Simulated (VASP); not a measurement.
# HfO2 (Fm-3m) in VASP: notebook

The runs below take HfO2 through single point, with PBEsol.

Program: VASP 6.6.1. These are calculated values, not measurements. Logs are shortened: lines on timing, memory, paths and dates and some standing lists are left out, and cuts for length are marked.

## 1. The cell of the first run

The structure is cubic, space group Fm-3m (No. 225). Conventional cell: a = 4.682 Å, b = 4.682 Å, c = 4.682 Å, α = 90.00°, β = 90.00°, γ = 90.00°. Hf (site symmetry m-3m) has 8 O at 2.03 Å within 2.7 Å. Within 2.7 Å of O (site symmetry -43m) lie 4 Hf at 2.03 Å and 6 O at 2.34 Å.

## 2. Single point, PBEsol (volume scaled by 0.800)

File INCAR:

```
  ALGO = Normal
  EDIFF = 1E-6
  ENCUT = 520
  GGA = PS
  ISIF = 2
  ISMEAR = 0
  LASPH = T
  LCHARG = T
  LELF = T
  LREAL = F
  LVHAR = T
  LWAVE = F
  NBANDS = 18
  NELM = 80
  PREC = Accurate
  SIGMA = 0.05
```

File KPOINTS:

```
k-points
0
Gamma
  8 8 8
```

File POSCAR:

```
HfO2
1.0
    0.0000000000      2.3409910494      2.3409910494
    2.3409910494      0.0000000000      2.3409910494
    2.3409910494      2.3409910494      0.0000000000
Hf O
1 2
Direct
    0.0000000000      0.0000000000      0.0000000000
    0.2500000000      0.2500000000      0.2500000000
    0.7500000000      0.7500000000      0.7500000000
```

Potentials or basis: VASP PAW PBE potentials, release 64 (Hf_pv, O).

Launch:

```sh
$ cat potpaw_PBE.64/Hf_pv/POTCAR potpaw_PBE.64/O/POTCAR > POTCAR
$ mpirun -np 1 vasp_std > vasp.out
```

OUTCAR:

```text
EDIFF = 1E-6
   ENCUT = 520
   GGA = PS
   ISIF = 2
   ISMEAR = 0
   LASPH = T
   LREAL = F
   NELM = 80
   PREC = Accurate

 ion  position               nearest neighbor table
   1  0.000  0.000  0.000-   2 2.03   3 2.03   3 2.03   3 2.03   3 2.03   2 2.03   2 2.03   2 2.03

   2  0.250  0.250  0.250-   1 2.03   1 2.03   1 2.03   1 2.03
   3  0.750  0.750  0.750-   1 2.03   1 2.03   1 2.03   1 2.03

  LATTYP: Found a face centered cubic cell.
 ALAT       =     4.6819820988

  Lattice vectors:

 A1 = (   0.0000000000,   2.3409910494,   2.3409910494)
 A2 = (   2.3409910494,   0.0000000000,   2.3409910494)
 A3 = (   2.3409910494,   2.3409910494,   0.0000000000)

Analysis of symmetry for initial positions (statically):
=====================================================================
 Subroutine PRICEL returns:
 Original cell was already a primitive cell.

 Routine SETGRP: Setting up the symmetry group for a
 face centered cubic supercell.

 Subroutine GETGRP returns: Found 48 space group operations
 (whereof 48 operations were pure point group operations)
 out of a pool of 48 trial point group operations.

The static configuration has the point symmetry O_h .

Analysis of symmetry for dynamics (positions and initial velocities):
=====================================================================
 Subroutine PRICEL returns:
 Original cell was already a primitive cell.

 Routine SETGRP: Setting up the symmetry group for a
 face centered cubic supercell.

 Subroutine GETGRP returns: Found 48 space group operations
 (whereof 48 operations were pure point group operations)
 out of a pool of 48 trial point group operations.

The dynamic configuration has the point symmetry O_h .

 Subroutine INISYM returns: Found 48 space group operations
 (whereof 48 operations are pure point group operations),
 and found     1 'primitive' translations

----------------------------------------------------------------------------------------

                                     Primitive cell

  volume of cell :      25.6584

  direct lattice vectors                    reciprocal lattice vectors
     0.000000000  2.340991049  2.340991049    -0.213584755  0.213584755  0.213584755
     2.340991049  0.000000000  2.340991049     0.213584755 -0.213584755  0.213584755
     2.340991049  2.340991049  0.000000000     0.213584755  0.213584755 -0.213584755

  length of vectors
     3.310661291  3.310661291  3.310661291     0.369939648  0.369939648  0.369939648

  position of ions in fractional coordinates (direct lattice)
     0.000000000  0.000000000  0.000000000
     0.250000000  0.250000000  0.250000000
     0.750000000  0.750000000  0.750000000

  ion indices of the primitive-cell ions
   primitive index   ion index
                 1           1
                 2           2
                 3           3

----------------------------------------------------------------------------------------

 KPOINTS: k-points

Automatic generation of k-mesh.
 Grid dimensions read from file:
 generate k-points for:    8    8    8

 Generating k-lattice:

  Cartesian coordinates                     Fractional coordinates (reciprocal lattice)
    -0.026698094  0.026698094  0.026698094     0.125000000  0.000000000  0.000000000
     0.026698094 -0.026698094  0.026698094     0.000000000  0.125000000  0.000000000
     0.026698094  0.026698094 -0.026698094     0.000000000  0.000000000  0.125000000

  Length of vectors
     0.046242456  0.046242456  0.046242456

  Shift w.r.t. Gamma in fractional coordinates (k-lattice)
     0.000000000  0.000000000  0.000000000

 Subroutine IBZKPT returns following result:
 ===========================================

 Found     29 irreducible k-points:

 Following reciprocal coordinates:
            Coordinates               Weight
  0.000000  0.000000  0.000000      1.000000
  0.125000  0.000000  0.000000      8.000000
  0.250000  0.000000  0.000000      8.000000
  0.375000  0.000000  0.000000      8.000000
  0.500000  0.000000  0.000000      4.000000
  0.125000  0.125000  0.000000      6.000000
[... 16 lines left out ...]
  0.500000  0.250000  0.125000     48.000000
 -0.375000  0.250000  0.125000     24.000000
 [... further k-points ...]
   k-points           NKPTS =     29   k-points in BZ     NKDIM =     29   number of bands    NBANDS=     18
   number of dos      NEDOS =    301   number of ions     NIONS =      3
   total plane-waves  NPLWV =  21952
   dimension x,y,z NGX =    28 NGY =   28 NGZ =   28
   dimension x,y,z NGXF=    56 NGYF=   56 NGZF=   56
   ions per type =               1   2
   NGX,Y,Z   is equivalent  to a cutoff of  14.06, 14.06, 14.06 a.u.
   NGXF,Y,Z  is equivalent  to a cutoff of  28.12, 28.12, 28.12 a.u.
 SYSTEM =  unknown system
   PREC   = accura    normal or accurate (medium, high low for compatibility)
   ISTART =      0    job   : 0-new  1-cont  2-samecut
   ICHARG =      2    charge: 1-file 2-atom 10-const
   ISPIN  =      1    spin polarized calculation?
   LNONCOLLINEAR =      F non collinear calculations
   LSORBIT =      F    spin-orbit coupling
   LASPH  =      T    aspherical Exc in radial PAW
   ENCUT  =  520.0 eV  38.22 Ry    6.18 a.u.   6.16  6.16  6.16*2*pi/ulx,y,z
   NELM   =     80;   NELMIN=  2; NELMDL= -5     # of ELM steps
   EDIFF  = 0.1E-05   stopping-criterion for ELM
   LREAL  =      F    real-space projection
   EDIFFG = 0.1E-04   stopping-criterion for IOM
   NSW    =      0    number of steps for IOM
   IBRION =     -1    ionic relax: 0-MD 1-quasi-New 2-CG
   NFREE  =      0    steps in history (QN), initial steepest desc. (CG)
   ISIF   =      2    stress and relaxation
   ISYM   =      2    0-nonsym 1-usesym 2-fastsym
   POTIM  = 0.5000    time-step for ionic-motion
   TEBEG  =    0.0;   TEEND  =   0.0 temperature during run
   PSTRESS=    0.0 pullay stress
   NELECT =      22.0000    total number of electrons
   NUPDOWN=      -1.0000    fix difference up-down
   EMIN   =  10.00;   EMAX   =-10.00  energy-range for DOS
   EFERMI =   0.00;   METHOD = LEGACY
   ISMEAR =     0;   SIGMA  =   0.05  broadening in eV -4-tet -1-fermi 0-gaus
   EFERMI_NEDOS =   21; number of points for ismear=-14 and -15
   IALGO  =     38    algorithm
   IMIX   =      4    mixing-type and parameters
     AMIX     =   0.40;   BMIX     =  1.00
     AMIX_MAG =   1.60;   BMIX_MAG =  1.00
  volume/ion in A,a.u.               =       8.55        57.72
  Fermi-wavevector in a.u.,A,eV,Ry     =   1.555271  2.939035 32.910680  2.418867
  Thomas-Fermi vector in A             =   2.659236
   LORBIT       =      0    0 simple, 1 ext, 2 COOP (PROOUT), +10 PAW based schemes
   GGA     = PS    functional components
   LHFCALC =     F    Hartree Fock is set to
   AEXX    =    0.0000 exact exchange contribution
   IVDW    =     0    specifies the selected vdW correction
   LEPSILON=     F    determine dielectric tensor
   LRPA    =     F    only Hartree local field effects (RPA)
 non-spin polarized calculation
 Gauss-broadening in eV      SIGMA  =   0.05
  energy-cutoff  :      520.00
  volume of cell :       25.66
 maximum number of plane-waves:       701
 NGX is ok and might be reduce to    28
   NGX = 13   NGY = 13   NGZ = 13

 number of electron      22.0000001 magnetization

 Free energy of the ion-electron system (eV)
  ---------------------------------------------------
  ext. energy  EPLUGINS =         0.00000000
  ---------------------------------------------------
  free energy    TOTEN  =       -30.24622807 eV

  energy without entropy =      -30.24622807  energy(sigma->0) =      -30.24622807

 E-fermi :   6.6881     XC(G=0): -13.4324

 val. band max:        6.3959589233   @ k =   0.5000   0.5000   0.0000
 cond. band min:      10.6193185275   @ k =   0.0000   0.0000   0.0000
 fundamental gap:      4.2233596042
 Fermi energy:         6.6880511293

 k-point     1 :       0.0000    0.0000    0.0000
  band No.  band energies     occupation
      1     -22.2459      2.00000
      2     -22.2459      2.00000
      3     -22.2459      2.00000
      4     -13.9277      2.00000
      5      -9.4976      2.00000
      6      -0.6924      2.00000
[... 10 lines left out ...]
     17      20.1520      0.00000
     18      21.3068      0.00000

 k-point     2 :       0.1250    0.0000    0.0000
  band No.  band energies     occupation
      1     -22.4665      2.00000
      2     -22.2666      2.00000
      3     -22.2666      2.00000
      4     -13.5277      2.00000
      5      -9.8102      2.00000
      6      -0.4862      2.00000
[... 10 lines left out ...]
     17      19.6615      0.00000
     18      21.2984      0.00000

 k-point     3 :       0.2500    0.0000    0.0000
  band No.  band energies     occupation
      1     -22.9390      2.00000
      2     -22.3162      2.00000
      3     -22.3162      2.00000
      4     -12.7113      2.00000
      5     -10.2729      2.00000
      6       0.0045      2.00000
[... 10 lines left out ...]
     17      18.9095      0.00000
     18      21.2563      0.00000

 k-point     4 :       0.3750    0.0000    0.0000
  band No.  band energies     occupation
      1     -23.3497      2.00000
      2     -22.3651      2.00000
      3     -22.3651      2.00000
      4     -12.3404      2.00000
      5     -10.1161      2.00000
      6       0.4438      2.00000
[... 10 lines left out ...]
     17      18.5775      0.00000
     18      21.2306      0.00000

 k-point     5 :       0.5000    0.0000    0.0000
  band No.  band energies     occupation
      1     -23.5062      2.00000
      2     -22.3850      2.00000
      3     -22.3850      2.00000
      4     -12.3545      2.00000
      5      -9.8311      2.00000
      6       0.5912      2.00000
[... 10 lines left out ...]
     17      18.5584      0.00000
     18      21.2645      0.00000

 k-point     6 :       0.1250    0.1250    0.0000
  band No.  band energies     occupation
      1     -22.4891      2.00000
      2     -22.2985      2.00000
      3     -22.2985      2.00000
      4     -13.3809      2.00000
      5      -9.9252      2.00000
      6      -0.4128      2.00000
[... 10 lines left out ...]
     17      19.7504      0.00000
     18      21.2797      0.00000

 k-point     7 :       0.2500    0.1250    0.0000
  band No.  band energies     occupation
      1     -22.8398      2.00000
      2     -22.3557      2.00000
      3     -22.3556      2.00000
      4     -12.6422      2.00000
      5     -10.3819      2.00000
      6      -0.0004      2.00000
[... 10 lines left out ...]
     17      19.2004      0.00000
     18      21.2778      0.00000

 k-point     8 :       0.3750    0.1250    0.0000
  band No.  band energies     occupation
      1     -23.2269      2.00000
      2     -22.4454      2.00000
      3     -22.4043      2.00000
      4     -12.0586      2.00000
      5     -10.4489      2.00000
      6       0.3885      2.00000
[... 10 lines left out ...]
     17      19.0059      0.00000
     18      21.2541      0.00000
[... 229 lines left out ...]
     17      20.6786      0.00000
     18      21.3007      0.00000

 k-point    20 :      -0.3750    0.3750    0.0000
  band No.  band energies     occupation
      1     -23.3263      2.00000
      2     -22.9259      2.00000
      3     -22.5277      2.00000
      4     -11.2650      2.00000
      5     -10.3012      2.00000
      6      -0.9533      2.00000
[... 10 lines left out ...]
     17      20.7311      0.00000
     18      21.2871      0.00000

 k-point    21 :       0.5000    0.5000    0.0000
  band No.  band energies     occupation
      1     -23.5740      2.00000
      2     -22.5958      2.00000
      3     -22.5958      2.00000
      4     -11.6606      2.00000
      5      -9.8947      2.00000
      6      -1.9154      2.00000
[... 10 lines left out ...]
     17      21.2864      0.00000
     18      22.6659      0.00000

 k-point    22 :       0.3750    0.2500    0.1250
  band No.  band energies     occupation
      1     -23.0762      2.00000
      2     -22.5322      2.00000
      3     -22.3818      2.00000
      4     -11.8953      2.00000
      5     -10.7401      2.00000
      6       0.1864      2.00000
[... 10 lines left out ...]
     17      18.7495      0.00000
     18      21.2801      0.00000

 k-point    23 :       0.5000    0.2500    0.1250
  band No.  band energies     occupation
      1     -23.2699      2.00000
      2     -22.7018      2.00000
      3     -22.4383      2.00000
      4     -11.5044      2.00000
      5     -10.6120      2.00000
      6       0.1993      2.00000
[... 10 lines left out ...]
     17      19.2339      0.00000
     18      21.2747      0.00000

 k-point    24 :      -0.3750    0.2500    0.1250
  band No.  band energies     occupation
      1     -23.3421      2.00000
      2     -22.7706      2.00000
      3     -22.4661      2.00000
      4     -11.5538      2.00000
      5     -10.3045      2.00000
      6       0.2261      2.00000
[... 10 lines left out ...]
     17      18.9669      0.00000
     18      21.2751      0.00000

 [... further k-points ...]
[... 5 lines left out ...]
  --------------------------------------------------------------------------------------
  -------------------------------------------------------------------------------------
  Total       14.2425363     14.2425363     14.2425363      0.0000000      0.0000000     -0.0000000
  in kB      889.3417099    889.3417099    889.3417099      0.0000000      0.0000000     -0.0000000
  external PRESSURE =     889.3417099 kB  Pullay stress =       0.0000000 kB

 VOLUME and BASIS-vectors are now :
 -----------------------------------------------------------------------------
  energy-cutoff  :      520.00
  volume of cell :       25.66
      direct lattice vectors                 reciprocal lattice vectors
     0.000000000  2.340991049  2.340991049    -0.213584755  0.213584755  0.213584755
     2.340991049  0.000000000  2.340991049     0.213584755 -0.213584755  0.213584755
     2.340991049  2.340991049  0.000000000     0.213584755  0.213584755 -0.213584755

 POSITION                                       TOTAL-FORCE (eV/Angst)
 -----------------------------------------------------------------------------------
      0.00000      0.00000      0.00000         0.000000     -0.000000     -0.000000
      1.17050      1.17050      1.17050         0.000000      0.000000      0.000000
      3.51149      3.51149      3.51149        -0.000000     -0.000000     -0.000000
 -----------------------------------------------------------------------------------
    total drift:                                0.000000      0.000000      0.000000

  FREE ENERGIE OF THE ION-ELECTRON SYSTEM (eV)
  ---------------------------------------------------
  free  energy   TOTEN  =       -30.2462280721 eV

  energy  without entropy=      -30.2462280721  energy(sigma->0) =      -30.24622807
```

Wall time 16 s (1 thread of Intel Xeon Platinum 8375C at 2.90GHz (Ice Lake), shared host); peak memory 0.16 GiB.

Results:

```
Free energy            : -30.2462 eV
Pressure               : 88.9 GPa
Band gap on the k mesh : 4.22 eV, indirect (least direct gap 4.28 eV)
```

Levels at points of the mesh, in eV from the valence-band top:
| k point | band 9 | band 10 | band 11 | band 12 | band 13 | band 14 |
| --- | --- | --- | --- | --- | --- | --- |
| (0.00, 0.00, 0.00) | -0.75 | -0.75 | -0.75 | 4.22 | 4.22 | 7.55 |
| (0.50, 0.00, 0.00) | -3.30 | -2.08 | -2.08 | 5.34 | 5.34 | 9.46 |
| (0.50, 0.50, 0.00) | -2.02 | -2.02 | 0.00 | 4.28 | 6.70 | 9.06 |

Caveat: the PAW data sets were made with another functional, which shifts forces and pressure a little; spin-orbit coupling is left out, which moves the levels of the heavy elements.

## 3. Single point, PBEsol (volume scaled by 0.840)

File INCAR:

```
SYSTEM = HfO2
PREC = Accurate
ENCUT = 520
EDIFF = 1E-6
ISMEAR = 0
SIGMA = 0.05
LREAL = .False.
LASPH = .True.
NELM = 100
ALGO = Normal
ISIF = 2
LWAVE = .False.
LCHARG = .False.
GGA = PS
NBANDS = 18
```

File KPOINTS:

```
Automatic mesh
0
Gamma
  8 8 8
  0 0 0
```

File POSCAR:

```
HfO2
1.0
    0.0000000000      2.3793747739      2.3793747739
    2.3793747739      0.0000000000      2.3793747739
    2.3793747739      2.3793747739      0.0000000000
Hf O
1 2
Direct
    0.0000000000      0.0000000000      0.0000000000
    0.2500000000      0.2500000000      0.2500000000
    0.7500000000      0.7500000000      0.7500000000
```

Potentials or basis: VASP PAW PBE potentials, release 64 (Hf_pv, O).

Launch:

```sh
$ cat potpaw_PBE.64/Hf_pv/POTCAR potpaw_PBE.64/O/POTCAR > POTCAR
$ mpirun -np 1 vasp_std > vasp.out
```

Wall time 16 s (1 thread of Intel Xeon Platinum 8375C at 2.90GHz (Ice Lake), shared host); peak memory 0.16 GiB.

The run converged. Its results:

* Free energy: -30.8469 eV
* Pressure: 61.5 GPa
* Band gap on the k mesh: 4.15 eV, indirect (the least direct gap lies 3.2 meV higher)

Levels at points of the mesh, in eV from the valence-band top:
| k point | band 9 | band 10 | band 11 | band 12 | band 13 | band 14 |
| --- | --- | --- | --- | --- | --- | --- |
| (0.00, 0.00, 0.00) | -0.72 | -0.72 | -0.72 | 4.15 | 4.15 | 7.16 |
| (0.50, 0.00, 0.00) | -3.20 | -2.05 | -2.05 | 5.18 | 5.18 | 8.91 |
| (0.50, 0.50, 0.00) | -1.91 | -1.91 | 0.00 | 4.15 | 6.44 | 8.51 |

Caveat: the PAW data sets were made with another functional, which shifts forces and pressure a little; spin-orbit coupling is left out, which moves the levels of the heavy elements. A k mesh can miss the band edges.

[end of part 1 of 2]
